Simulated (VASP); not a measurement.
# TiFeC4N4 (P-43m) in VASP: notebook

Runs on TiFeC4N4. Level: PBE. Tasks: single point.

Program: VASP 6.6.1. These are calculated values, not measurements. Logs are shortened: lines on timing, memory, paths and dates and some standing lists are left out, and cuts for length are marked.

## (1) The cell of the first run

It takes space group P-43m (No. 215, cubic). The conventional cell has a = 6.001 Å, b = 6.001 Å, c = 6.001 Å, α = 90.00°, β = 90.00°, γ = 90.00°. Within 2.8 Å of Ti (site symmetry -43m) lie 4 C at 2.10 Å. Within 2.5 Å of Fe (site symmetry -43m) lie 4 N at 1.92 Å. Within 1.6 Å of C (site symmetry 3m) lie 1 N at 1.18 Å. Within 1.6 Å of N (site symmetry 3m) lie 1 C at 1.18 Å.

## (2) Single point, PBE, collinear spin, ferrimagnetic start

Input file INCAR:

```
PREC = Accurate
ENCUT = 520
EDIFF = 1E-6
ISMEAR = 0
SIGMA = 0.1
LREAL = False
LASPH = True
NELM = 150
ALGO = Normal
ISIF = 2
LWAVE = False
LCHARG = True
ISPIN = 2
MAGMOM = -0.86 3.02 0 0 0 0 0 0 0 0
LORBIT = 11
LMAXMIX = 4
GGA = PE
LELF = True
LVHAR = True
NBANDS = 43
```

Input file KPOINTS:

```
regular mesh
0
Gamma
  6 6 6
```

Input file POSCAR:

```
TiFeC4N4
1.0
    6.0005326768      0.0000000000      0.0000000000
    0.0000000000      6.0005326768      0.0000000000
    0.0000000000      0.0000000000      6.0005326768
Ti Fe C N
1 1 4 4
Direct
    0.0000000000      0.0000000000      0.0000000000
    0.5000000000      0.5000000000      0.5000000000
    0.2022635915      0.2022635915      0.2022635915
    0.2022635915      0.7977364085      0.7977364085
    0.7977364085      0.2022635915      0.7977364085
    0.7977364085      0.7977364085      0.2022635915
    0.3155516941      0.3155516941      0.3155516941
    0.3155516941      0.6844483059      0.6844483059
    0.6844483059      0.3155516941      0.6844483059
    0.6844483059      0.6844483059      0.3155516941
```

Potentials or basis: VASP PAW PBE potentials, release 64 (Ti_sv, Fe, C, N).

Run with:

```console
> cat potpaw_PBE.64/Ti_sv/POTCAR potpaw_PBE.64/Fe/POTCAR potpaw_PBE.64/C/POTCAR potpaw_PBE.64/N/POTCAR > POTCAR
> mpirun -np 1 vasp_std > vasp.out
```

OUTCAR:

```text
PREC = Accurate
   ENCUT = 520
   EDIFF = 1E-6
   ISMEAR = 0
   LREAL = False
   LASPH = True
   NELM = 150
   ISIF = 2
   ISPIN = 2
   LORBIT = 11
   GGA = PE

 ion  position               nearest neighbor table
   1  0.000  0.000  0.000-   3 2.10   4 2.10   5 2.10   6 2.10
   2  0.500  0.500  0.500-   7 1.92   8 1.92   9 1.92  10 1.92
   3  0.202  0.202  0.202-   7 1.18   1 2.10
   4  0.202  0.798  0.798-   8 1.18   1 2.10
   5  0.798  0.202  0.798-   9 1.18   1 2.10
   6  0.798  0.798  0.202-  10 1.18   1 2.10
   7  0.316  0.316  0.316-   3 1.18   2 1.92
   8  0.316  0.684  0.684-   4 1.18   2 1.92
   9  0.684  0.316  0.684-   5 1.18   2 1.92
  10  0.684  0.684  0.316-   6 1.18   2 1.92

  LATTYP: Found a simple cubic cell.
 ALAT       =     6.0005326768

  Lattice vectors:

 A1 = (   6.0005326768,   0.0000000000,   0.0000000000)
 A2 = (   0.0000000000,   6.0005326768,   0.0000000000)
 A3 = (   0.0000000000,   0.0000000000,   6.0005326768)

Analysis of symmetry for initial positions (statically):
=====================================================================
 Subroutine PRICEL returns:
 Original cell was already a primitive cell.

 Routine SETGRP: Setting up the symmetry group for a
 simple cubic supercell.

 Subroutine GETGRP returns: Found 24 space group operations
 (whereof 24 operations were pure point group operations)
 out of a pool of 48 trial point group operations.

The static configuration has the point symmetry T_d .

Analysis of symmetry for dynamics (positions and initial velocities):
=====================================================================
 Subroutine PRICEL returns:
 Original cell was already a primitive cell.

 Routine SETGRP: Setting up the symmetry group for a
 simple cubic supercell.

 Subroutine GETGRP returns: Found 24 space group operations
 (whereof 24 operations were pure point group operations)
 out of a pool of 48 trial point group operations.

The dynamic configuration has the point symmetry T_d .

Analysis of structural, dynamic, and magnetic symmetry:
=====================================================================
 Subroutine PRICEL returns:
 Original cell was already a primitive cell.
[... 162 lines left out ...]
  ext. energy  EPLUGINS =         0.00000000
  ---------------------------------------------------
  free energy    TOTEN  =       -83.46230363 eV

  energy without entropy =      -83.44457773  energy(sigma->0) =      -83.45344068

 E-fermi :  -0.1892     XC(G=0):  -6.9827

 val. band max:       -0.2179788952   @ k =   0.5000   0.1667   0.1667
 cond. band min:      -0.1268703679   @ k =   0.3333   0.1667   0.1667
 fundamental gap:      0.0911085273
 Fermi energy:        -0.1891901062

 spin component 1

 k-point     1 :       0.0000    0.0000    0.0000
  band No.  band energies     occupation
      1     -56.9616      1.00000
      2     -33.2313      1.00000
      3     -33.2313      1.00000
      4     -33.2313      1.00000
      5     -18.6554      1.00000
      6     -18.5319      1.00000
[... 849 lines left out ...]
     39       4.4434      0.00000
     40       4.4434      0.00000
 Fermi energy:        -0.1891901062

 spin component 2

 k-point     1 :       0.0000    0.0000    0.0000
  band No.  band energies     occupation
      1     -57.9160      1.00000
      2     -34.1892      1.00000
      3     -34.1892      1.00000
      4     -34.1892      1.00000
      5     -18.6308      1.00000
      6     -18.5077      1.00000
[... 849 lines left out ...]
     39       4.4703      0.00000
     40       4.4704      0.00000
 [bands above 40 left out]

------------------------ aborting loop because EDIFF is reached ----------------------------------------

  FORCE on cell =-STRESS in cart. coord.  units (eV):
  Direction    XX          YY          ZZ          XY          YZ          ZX
  --------------------------------------------------------------------------------------
  -------------------------------------------------------------------------------------
  Total        0.5471219      0.5471219      0.5471219      0.0000000     -0.0000000     -0.0000000
  in kB        4.0571890      4.0571890      4.0571890      0.0000000     -0.0000000     -0.0000000
  external PRESSURE =       4.0571890 kB  Pullay stress =       0.0000000 kB

 VOLUME and BASIS-vectors are now :
 -----------------------------------------------------------------------------
  energy-cutoff  :      520.00
  volume of cell :      216.06
      direct lattice vectors                 reciprocal lattice vectors
     6.000532677  0.000000000  0.000000000     0.166651871  0.000000000  0.000000000
     0.000000000  6.000532677  0.000000000     0.000000000  0.166651871  0.000000000
     0.000000000  0.000000000  6.000532677     0.000000000  0.000000000  0.166651871

 POSITION                                       TOTAL-FORCE (eV/Angst)
 -----------------------------------------------------------------------------------
      0.00000      0.00000      0.00000        -0.000000      0.000000      0.000000
      3.00027      3.00027      3.00027        -0.000000      0.000000     -0.000000
      1.21369      1.21369      1.21369        -0.181636     -0.181636     -0.181636
      1.21369      4.78684      4.78684        -0.181636      0.181636      0.181636
      4.78684      1.21369      4.78684         0.181636     -0.181636      0.181636
      4.78684      4.78684      1.21369         0.181636      0.181636     -0.181636
      1.89348      1.89348      1.89348         0.150927      0.150927      0.150927
      1.89348      4.10705      4.10705         0.150927     -0.150927     -0.150927
      4.10705      1.89348      4.10705        -0.150927      0.150927     -0.150927
      4.10705      4.10705      1.89348        -0.150927     -0.150927      0.150927
 -----------------------------------------------------------------------------------
    total drift:                                0.000000      0.000000     -0.000000

  FREE ENERGIE OF THE ION-ELECTRON SYSTEM (eV)
  ---------------------------------------------------
  free  energy   TOTEN  =       -83.4623036260 eV

  energy  without entropy=      -83.4445777288  energy(sigma->0) =      -83.45344068

 total charge

# of ion       s       p       d       tot
------------------------------------------
    1        2.206   6.149   1.888  10.243
    2        0.394   0.591   6.146   7.131
    3        0.961   1.634   0.000   2.595
    4        0.961   1.634   0.000   2.595
    5        0.961   1.634   0.000   2.595
    6        0.961   1.634   0.000   2.595
    7        1.304   2.577   0.000   3.881
    8        1.304   2.577   0.000   3.881
    9        1.304   2.577   0.000   3.881
   10        1.304   2.577   0.000   3.881
--------------------------------------------------
tot         11.660  23.586   8.034  43.280

 magnetization (x)

# of ion       s       p       d       tot
------------------------------------------
    1       -0.009  -0.010  -0.976  -0.995
    2        0.015   0.088   2.967   3.070
    3        0.009   0.036   0.000   0.045
    4        0.009   0.036   0.000   0.045
    5        0.009   0.036   0.000   0.045
    6        0.009   0.036   0.000   0.045
    7        0.005  -0.035   0.000  -0.030
    8        0.005  -0.035   0.000  -0.030
    9        0.005  -0.035   0.000  -0.030
   10        0.005  -0.035   0.000  -0.030
--------------------------------------------------
tot          0.062   0.081   1.991   2.135
```

stdout:

```text
POSCAR found type information on POSCAR TiFeC N
 POSCAR found :  4 types and      10 ions
 scaLAPACK will be used
 LDA part: xc-table for (Slater+PW92), standard interpolation
 POSCAR, INCAR and KPOINTS ok, starting setup
 FFT: planning ... GRIDC
 FFT: planning ... GRID_SOFT
 FFT: planning ... GRID
 WAVECAR not read
 entering main loop
```

Wall time 19 min (1 thread of Intel Xeon 8259CL, shared host); peak memory 0.58 GiB.

What came out:

```
Free energy                                           : -83.4623 eV
Pressure                                              : 0.4 GPa
Largest force                                         : 0.315 eV/Å
Band gap on the k mesh                                : zero (filled and empty bands overlap)
Net moment                                            : 2.00 μB per cell
Site moments                                          : Ti -0.99; Fe +3.07; C +0.04; N -0.03 μB
Valence electrons inside the program's atomic spheres : Ti 10.24; Fe 7.13; C 2.60; N 3.88
```

Forces on the atoms (eV/Å):
```
Ti   0.000  0.000  0.000
Fe   0.000  0.000  0.000
C   -0.182 -0.182 -0.182
C   -0.182  0.182  0.182
C    0.182 -0.182  0.182
C    0.182  0.182 -0.182
N    0.151  0.151  0.151
N    0.151 -0.151 -0.151
N   -0.151  0.151 -0.151
N   -0.151 -0.151  0.151
```

Levels at points of the mesh, in eV from the Fermi level:
Spin up:
```tsv
k point	band 25	band 26	band 27	band 28	band 29	band 30	band 31	band 32	band 33	band 34
(0.00, 0.00, 0.00)	-2.30	-2.30	-1.59	-1.59	-1.59	1.01	1.01	1.17	1.17	1.17
(0.50, 0.00, 0.00)	-2.24	-2.12	-1.64	-1.57	-1.57	0.93	0.93	1.35	1.47	1.47
(0.50, 0.50, 0.00)	-2.20	-2.07	-1.68	-1.54	-1.54	0.93	0.95	1.44	1.44	1.54
(0.50, 0.50, 0.50)	-2.21	-2.21	-1.58	-1.58	-1.58	1.02	1.02	1.36	1.36	1.36
```
Spin down:
```tsv
k point	band 25	band 26	band 27	band 28	band 29	band 30
(0.00, 0.00, 0.00)	-0.86	-0.86	0.36	0.36	0.36	0.58
(0.50, 0.00, 0.00)	-0.46	-0.45	-0.17	-0.08	0.60	0.60
(0.50, 0.50, 0.00)	-0.48	-0.36	-0.17	-0.08	0.78	0.78
(0.50, 0.50, 0.50)	-0.83	-0.83	0.59	0.59	0.62	0.62
```

Caveat: a cell with one magnetic atom can't hold antiferromagnetic order, which such compounds often take. With open d or f shells a metallic result of PBE can be an artefact of self-interaction; +U or a hybrid may open a gap.

(Continued in part 2 of 2.)

The gap in the log of VASP goes by the Fermi energy; the results here count the filled bands.